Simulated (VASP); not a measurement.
# Ni (Im-3m) in VASP: settings compared

Aim: see how the results for Ni move with the level of theory and the settings. Levels: BLYP, LDA, r2SCAN. Tasks: single point.

Everything below comes from runs of VASP 6.6.1. Logs are shortened: lines on timing, memory, paths and dates and some standing lists are left out, and cuts for length are marked.

### Step 1. The cell of the first run

Symmetry: Im-3m, No. 229, cubic system. The conventional cell has a = 2.767 Å, b = 2.767 Å, c = 2.767 Å, α = 90.00°, β = 90.00°, γ = 90.00°. Ni (site symmetry m-3m) has 14 Ni at 2.40 to 2.77 Å within 3.2 Å.

### Step 2. Single point, BLYP, collinear spin, ferromagnetic start

INCAR reads:

```
SYSTEM = Ni
AGGAC = 1.0
AGGAX = 1.0
ALDAC = 0.0
ALDAX = 1.0
ALGO = Normal
EDIFF = 1E-7
ENCUT = 520
GGA = B5
ISIF = 2
ISMEAR = -1
ISPIN = 2
LASPH = .TRUE.
LCHARG = .TRUE.
LELF = .TRUE.
LMAXMIX = 4
LORBIT = 11
LREAL = .FALSE.
LVHAR = .TRUE.
LWAVE = .FALSE.
MAGMOM = 2
NBANDS = 15
NELM = 150
PREC = Accurate
SIGMA = 0.1
```

KPOINTS reads:

```
k-points
0
G
  15 15 15
  0 0 0
```

POSCAR reads:

```
Ni
1.0
   -1.3837150000      1.3837150000      1.3837150000
    1.3837150000     -1.3837150000      1.3837150000
    1.3837150000      1.3837150000     -1.3837150000
Ni
1
Direct
    0.0000000000      0.0000000000      0.0000000000
```

Potentials or basis: VASP PAW PBE potentials, release 64 (Ni).

The run is started by

```console
$ cat potpaw_PBE.64/Ni/POTCAR > POTCAR
$ mpirun -np 1 vasp_std > vasp.out
```

OUTCAR:

```text
SYSTEM = Ni
   EDIFF = 1E-7
   ENCUT = 520
   GGA = B5
   ISIF = 2
   ISMEAR = -1
   ISPIN = 2
   LASPH = .TRUE.
   LORBIT = 11
   LREAL = .FALSE.
   NELM = 150
   PREC = Accurate

 ion  position               nearest neighbor table
   1  0.000  0.000  0.000-

  LATTYP: Found a body centered cubic cell.
 ALAT       =     2.7674300000

  Lattice vectors:

 A1 = (  -1.3837150000,   1.3837150000,   1.3837150000)
 A2 = (   1.3837150000,  -1.3837150000,   1.3837150000)
 A3 = (   1.3837150000,   1.3837150000,  -1.3837150000)

Analysis of symmetry for initial positions (statically):
=====================================================================
 Subroutine PRICEL returns:
 Original cell was already a primitive cell.

 Routine SETGRP: Setting up the symmetry group for a
 body centered cubic supercell.

 Subroutine GETGRP returns: Found 48 space group operations
 (whereof 48 operations were pure point group operations)
 out of a pool of 48 trial point group operations.

The static configuration has the point symmetry O_h .

Analysis of symmetry for dynamics (positions and initial velocities):
=====================================================================
 Subroutine PRICEL returns:
 Original cell was already a primitive cell.

 Routine SETGRP: Setting up the symmetry group for a
 body centered cubic supercell.

 Subroutine GETGRP returns: Found 48 space group operations
 (whereof 48 operations were pure point group operations)
 out of a pool of 48 trial point group operations.

The dynamic configuration has the point symmetry O_h .

Analysis of structural, dynamic, and magnetic symmetry:
=====================================================================
 Subroutine PRICEL returns:
 Original cell was already a primitive cell.

 Routine SETGRP: Setting up the symmetry group for a
 body centered cubic supercell.

 Subroutine GETGRP returns: Found 48 space group operations
 (whereof 48 operations were pure point group operations)
 out of a pool of 48 trial point group operations.

The overall configuration has the point symmetry O_h .

 Subroutine INISYM returns: Found 48 space group operations
 (whereof 48 operations are pure point group operations),
 and found     1 'primitive' translations

----------------------------------------------------------------------------------------

                                     Primitive cell

  volume of cell :      10.5974

  direct lattice vectors                    reciprocal lattice vectors
    -1.383715000  1.383715000  1.383715000     0.000000000  0.361346086  0.361346086
     1.383715000 -1.383715000  1.383715000     0.361346086  0.000000000  0.361346086
     1.383715000  1.383715000 -1.383715000     0.361346086  0.361346086  0.000000000

  length of vectors
     2.396664683  2.396664683  2.396664683     0.511020536  0.511020536  0.511020536

  position of ions in fractional coordinates (direct lattice)
     0.000000000  0.000000000  0.000000000

  ion indices of the primitive-cell ions
   primitive index   ion index
                 1           1

----------------------------------------------------------------------------------------

 KPOINTS: k-points

Automatic generation of k-mesh.
 Grid dimensions read from file:
 generate k-points for:   15   15   15

 Generating k-lattice:

  Cartesian coordinates                     Fractional coordinates (reciprocal lattice)
     0.000000000  0.024089739  0.024089739     0.066666667  0.000000000  0.000000000
     0.024089739  0.000000000  0.024089739     0.000000000  0.066666667  0.000000000
     0.024089739  0.024089739  0.000000000     0.000000000  0.000000000  0.066666667

  Length of vectors
     0.034068036  0.034068036  0.034068036

  Shift w.r.t. Gamma in fractional coordinates (k-lattice)
     0.000000000  0.000000000  0.000000000

 Subroutine IBZKPT returns following result:
 ===========================================

 Found    120 irreducible k-points:

 Following reciprocal coordinates:
            Coordinates               Weight
  0.000000  0.000000  0.000000      1.000000
  0.066667  0.000000  0.000000     12.000000
  0.133333  0.000000  0.000000     12.000000
  0.200000  0.000000  0.000000     12.000000
  0.266667  0.000000  0.000000     12.000000
  0.333333  0.000000  0.000000     12.000000
[... 16 lines left out ...]
  0.333333  0.200000  0.000000     48.000000
  0.400000  0.200000  0.000000     24.000000
 [... further k-points ...]
   k-points           NKPTS =    120   k-points in BZ     NKDIM =    120   number of bands    NBANDS=     15
   number of dos      NEDOS =    301   number of ions     NIONS =      1
   total plane-waves  NPLWV =   5832
   dimension x,y,z NGX =    18 NGY =   18 NGZ =   18
   dimension x,y,z NGXF=    36 NGYF=   36 NGZF=   36
   ions per type =               1
   NGX,Y,Z   is equivalent  to a cutoff of  12.49, 12.49, 12.49 a.u.
   NGXF,Y,Z  is equivalent  to a cutoff of  24.97, 24.97, 24.97 a.u.
 SYSTEM =  Ni
   PREC   = accura    normal or accurate (medium, high low for compatibility)
   ISTART =      0    job   : 0-new  1-cont  2-samecut
   ICHARG =      2    charge: 1-file 2-atom 10-const
   ISPIN  =      2    spin polarized calculation?
   LNONCOLLINEAR =      F non collinear calculations
   LSORBIT =      F    spin-orbit coupling
   LASPH  =      T    aspherical Exc in radial PAW
   ENCUT  =  520.0 eV  38.22 Ry    6.18 a.u.   4.46  4.46  4.46*2*pi/ulx,y,z
   NELM   =    150;   NELMIN=  2; NELMDL= -5     # of ELM steps
   EDIFF  = 0.1E-06   stopping-criterion for ELM
   LREAL  =      F    real-space projection
   EDIFFG = 0.1E-05   stopping-criterion for IOM
   NSW    =      0    number of steps for IOM
   IBRION =     -1    ionic relax: 0-MD 1-quasi-New 2-CG
   NFREE  =      0    steps in history (QN), initial steepest desc. (CG)
   ISIF   =      2    stress and relaxation
   ISYM   =      2    0-nonsym 1-usesym 2-fastsym
   POTIM  = 0.5000    time-step for ionic-motion
   TEBEG  =    0.0;   TEEND  =   0.0 temperature during run
   PSTRESS=    0.0 pullay stress
   NELECT =      10.0000    total number of electrons
   NUPDOWN=      -1.0000    fix difference up-down
   EMIN   =  10.00;   EMAX   =-10.00  energy-range for DOS
   EFERMI =   0.00;   METHOD = LEGACY
   ISMEAR =    -1;   SIGMA  =   0.10  broadening in eV -4-tet -1-fermi 0-gaus
   EFERMI_NEDOS =   21; number of points for ismear=-14 and -15
   IALGO  =     38    algorithm
   IMIX   =      4    mixing-type and parameters
     AMIX     =   0.40;   BMIX     =  1.00
     AMIX_MAG =   1.60;   BMIX_MAG =  1.00
  volume/ion in A,a.u.               =      10.60        71.51
  Fermi-wavevector in a.u.,A,eV,Ry     =   1.605739  3.034406 35.081214  2.578397
  Thomas-Fermi vector in A             =   2.702037
   LORBIT       =     11    0 simple, 1 ext, 2 COOP (PROOUT), +10 PAW based schemes
   GGA     = B5    functional components
   LHFCALC =     F    Hartree Fock is set to
   AEXX    =    0.0000 exact exchange contribution
   IVDW    =     0    specifies the selected vdW correction
   LEPSILON=     F    determine dielectric tensor
   LRPA    =     F    only Hartree local field effects (RPA)
 spin polarized calculation
  energy-cutoff  :      520.00
  volume of cell :       10.60
 maximum number of plane-waves:       321
 NGX is ok and might be reduce to    18
   NGX =  9   NGY =  9   NGZ =  9

 number of electron      10.0000004 magnetization       0.3859334

 Free energy of the ion-electron system (eV)
  ---------------------------------------------------
  ext. energy  EPLUGINS =         0.00000000
  ---------------------------------------------------
  free energy    TOTEN  =        -4.50038490 eV

  energy without entropy =       -4.44090546  energy(sigma->0) =       -4.47064518

 E-fermi :  10.0730     XC(G=0): -12.8142

 val. band max:       10.0714848466   @ k =  -0.2000   0.2000   0.2000
 cond. band min:      10.0759084029   @ k =  -0.4000  -0.4000   0.1333
 fundamental gap:      0.0044235563
 Fermi energy:        10.0729673431

 spin component 1

 k-point     1 :       0.0000    0.0000    0.0000
  band No.  band energies     occupation
      1       1.1755      1.00000
      2       7.8263      1.00000
      3       7.8263      1.00000
      4       7.8263      1.00000
      5       9.2536      0.99972
      6       9.2536      0.99972
      7      37.1657      0.00000
      8      37.1657      0.00000
      9      37.1657      0.00000
     10      42.2389      0.00000
     11      42.2389      0.00000
     12      42.8858      0.00000
     13      42.8858      0.00000
     14      42.8858      0.00000
     15      43.9183      0.00000

 k-point     2 :       0.0667    0.0000    0.0000
  band No.  band energies     occupation
      1       1.3634      1.00000
      2       7.7827      1.00000
      3       7.8237      1.00000
      4       7.9140      1.00000
      5       9.2096      0.99982
      6       9.2570      0.99971
      7      35.6718      0.00000
      8      36.8091      0.00000
      9      36.9210      0.00000
     10      40.6911      0.00000
     11      40.8051      0.00000
     12      40.8199      0.00000
     13      43.1465      0.00000
     14      44.5288      0.00000
     15      45.1845      0.00000
[... 365 lines left out ...]
      3       7.8053      1.00000
      4       9.1398      0.99991
      5       9.5346      0.99543
      6      12.7639      0.00000
      7      18.6385      0.00000
      8      23.0893      0.00000
      9      29.9722      0.00000
     10      37.7812      0.00000
     11      42.3712      0.00000
     12      45.8359      0.00000
     13      49.3636      0.00000
     14      54.0644      0.00000
     15      56.2438      0.00000

 k-point    24 :       0.4000    0.2000    0.0000
  band No.  band energies     occupation
      1       6.1124      1.00000
      2       6.9633      1.00000
      3       7.9387      1.00000
      4       9.1748      0.99987
      5       9.5683      0.99361
      6      13.7773      0.00000
      7      17.1744      0.00000
      8      22.8831      0.00000
      9      29.7804      0.00000
     10      37.7770      0.00000
     11      42.8872      0.00000
     12      45.5862      0.00000
     13      48.7880      0.00000
     14      55.5672      0.00000
     15      56.8461      0.00000

 [... further k-points ...]

 spin component 2

 k-point     1 :       0.0000    0.0000    0.0000
  band No.  band energies     occupation
      1       1.1804      1.00000
      2       8.2811      1.00000
      3       8.2812      1.00000
      4       8.2812      1.00000
      5       9.5861      0.99237
      6       9.5861      0.99237
      7      37.1182      0.00000
      8      37.1182      0.00000
      9      37.1182      0.00000
     10      42.2128      0.00000
     11      42.2128      0.00000
     12      43.0096      0.00000
     13      43.0096      0.00000
     14      43.0096      0.00000
     15      44.0378      0.00000

 k-point     2 :       0.0667    0.0000    0.0000
  band No.  band energies     occupation
      1       1.3685      1.00000
      2       8.2356      1.00000
      3       8.2770      1.00000
      4       8.3708      1.00000
      5       9.5409      0.99513
      6       9.5897      0.99210
      7      35.6551      0.00000
      8      36.7678      0.00000
      9      36.8918      0.00000
     10      40.8150      0.00000
     11      40.8357      0.00000
     12      40.9203      0.00000
     13      43.1448      0.00000
     14      44.6321      0.00000
     15      45.2458      0.00000
[... 365 lines left out ...]
      3       8.0758      1.00000
      4       9.5247      0.99586
      5       9.9257      0.81353
      6      13.0215      0.00000
      7      18.8053      0.00000
      8      23.1866      0.00000
      9      30.0306      0.00000
     10      37.8084      0.00000
     11      42.3871      0.00000
     12      45.8884      0.00000
     13      49.4909      0.00000
     14      54.2655      0.00000
     15      56.6590      0.00000

 k-point    24 :       0.4000    0.2000    0.0000
  band No.  band energies     occupation
      1       6.3958      1.00000
      2       7.3497      1.00000
      3       8.2004      1.00000
      4       9.5579      0.99424
      5       9.9725      0.73201
      6      13.9664      0.00000
      7      17.3837      0.00000
      8      22.9793      0.00000
      9      29.8382      0.00000
     10      37.8084      0.00000
     11      42.8836      0.00000
     12      45.6420      0.00000
     13      48.9393      0.00000
     14      56.3634      0.00000
     15      56.8274      0.00000

 [... further k-points ...]

------------------------ aborting loop because EDIFF is reached ----------------------------------------

  FORCE on cell =-STRESS in cart. coord.  units (eV):
  Direction    XX          YY          ZZ          XY          YZ          ZX
  --------------------------------------------------------------------------------------
  -------------------------------------------------------------------------------------
  Total        1.1401548      1.1401548      1.1401548      0.0000000     -0.0000000      0.0000000
  in kB      172.3750806    172.3750806    172.3750806      0.0000000     -0.0000000      0.0000000
  external PRESSURE =     172.3750806 kB  Pullay stress =       0.0000000 kB

 VOLUME and BASIS-vectors are now :
 -----------------------------------------------------------------------------
  energy-cutoff  :      520.00
  volume of cell :       10.60
      direct lattice vectors                 reciprocal lattice vectors
    -1.383715000  1.383715000  1.383715000     0.000000000  0.361346086  0.361346086
     1.383715000 -1.383715000  1.383715000     0.361346086  0.000000000  0.361346086
     1.383715000  1.383715000 -1.383715000     0.361346086  0.361346086  0.000000000

 POSITION                                       TOTAL-FORCE (eV/Angst)
 -----------------------------------------------------------------------------------
      0.00000      0.00000      0.00000         0.000000      0.000000      0.000000
 -----------------------------------------------------------------------------------
    total drift:                                0.000000      0.000000      0.000000

  FREE ENERGIE OF THE ION-ELECTRON SYSTEM (eV)
  ---------------------------------------------------
  free  energy   TOTEN  =        -4.5003848958 eV

  energy  without entropy=       -4.4409054647  energy(sigma->0) =       -4.47064518

 total charge

# of ion       s       p       d       tot
------------------------------------------
    1        0.505   0.496   8.403   9.404

 magnetization (x)

# of ion       s       p       d       tot
------------------------------------------
    1       -0.003  -0.011   0.403   0.389
```

Run time: 23 s. Hardware: 1 thread of Intel Xeon 6975P-C (Granite Rapids), shared host; peak memory 0.15 GiB.

What came out:

```yaml
Free_energy: -4.5004 eV
Pressure: 17.2 GPa
Net_moment: 0.39 μB per cell
Site_moments: Ni +0.39 μB
Valence_electrons_inside_the_program's_atomic_spheres: Ni 9.40
```

Caveat: the PAW data sets were made with another functional, which shifts forces and pressure a little.

### Step 3. Single point, LDA, collinear spin, ferromagnetic start

INCAR reads:

```
ALGO     = Normal         # electronic algorithm
EDIFF    = 1E-6           # SCF threshold, eV
ENCUT    = 520            # plane-wave cutoff, eV
GGA      = CA             # functional
ISIF     = 2              # what is computed and relaxed
ISMEAR   = -1             # smearing method
ISPIN    = 2              # spin polarisation
LASPH    = T              # aspherical terms in the spheres
LCHARG   = T              # write CHGCAR
LELF     = T              # ELF
LMAXMIX  = 4              # l up to which the mixer works
LORBIT   = 11             # projections on sites
LREAL    = F              # projectors in reciprocal space
LVHAR    = T            
LWAVE    = F              # write WAVECAR
MAGMOM   = 2              # initial moments
NBANDS   = 15             # bands
NELM     = 150            # most SCF steps
PREC     = Accurate       # precision mode
SIGMA    = 0.1            # smearing width, eV
```

KPOINTS reads:

```
k-points
0
Gamma
  15 15 15
```

POSCAR is that of step 2.

Potentials or basis: VASP PAW LDA potentials, release 64 (Ni).

The run is started by

```console
$ cat potpaw_LDA.64/Ni/POTCAR > POTCAR
$ mpirun -np 1 vasp_std > vasp.out
```

It took 20 s on 1 thread of Intel Xeon 6975P-C (Granite Rapids), shared host; peak memory 0.14 GiB.

It converged, with:

```yaml
Free_energy: -6.4924 eV
Pressure: -11.2 GPa
Net_moment: 0.17 μB per cell
Site_moments: Ni +0.16 μB
Valence_electrons_inside_the_program's_atomic_spheres: Ni 9.37
```

Levels at points of the mesh, in eV from the Fermi level:
Spin up:
```
           k point  band 2  band 3  band 4  band 5  band 6  band 7  band 8  band 9
(0.00, 0.00, 0.00)   -2.09   -2.09   -2.09   -0.66   -0.66   26.81   26.81   26.81
```
Spin down:
| k point | band 3 | band 4 | band 5 | band 6 | band 7 | band 8 |
| --- | --- | --- | --- | --- | --- | --- |
| (0.00, 0.00, 0.00) | -1.92 | -1.92 | -0.51 | -0.51 | 26.81 | 26.81 |

(Continued in part 2 of 2.)
